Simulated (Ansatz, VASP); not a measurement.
## One calculation of Tl2B6Te, two programs

```
Tl B Te
1.0
     0.00000    4.23479    4.23479
     4.23479    0.00000    4.23479
     4.23479    4.23479    0.00000
Tl B Te
2 6 1
Cartesian
  6.3522 6.3522 6.3522
  2.1174 2.1174 2.1174
  4.2348 4.2348 6.3545
  4.2348 4.2348 2.1151
  6.3545 4.2348 4.2348
  2.1151 4.2348 4.2348
  4.2348 2.1151 4.2348
  4.2348 6.3545 4.2348
  0.0000 0.0000 0.0000
```

Change from the starting cell: species swapped into the K2TeBr6 type (Fm-3m, No. 225).

Alike in both runs: task single point; functional PBE; k mesh 4 × 4 × 4; occupations gaussian, width 0.1 eV; no spin polarisation.

```csv
,VASP,Ansatz
version,VASP 6.6.1,Ansatz 0.2.0
potentials or method,"VASP PAW PBE potentials, release 64 (Tl_d, B, Te), cutoff 520 eV","scalar-relativistic, plane waves, PAW"
valence electrons in the cell,50,60
```

Ansatz gave:

* gap on the k mesh at the Fermi level (eV): none
* pressure (GPa): 5.5
* rms of the force components (eV/Å): 1.718

Question: What did VASP give for the same quantities?

Answer: gap on the k mesh at the Fermi level (eV): none; pressure (GPa): 5.8; rms of the force components (eV/Å): 1.756.

Atom by atom the forces differ by 0.039 eV/Å (rms over components). A gap of «none» marks a metal or a gap that the smearing closes. VASP's potentials hold 50 valence electrons a cell and Ansatz's 60, so a difference there can come from the potentials and not from the codes.

Spin-orbit coupling is off throughout.
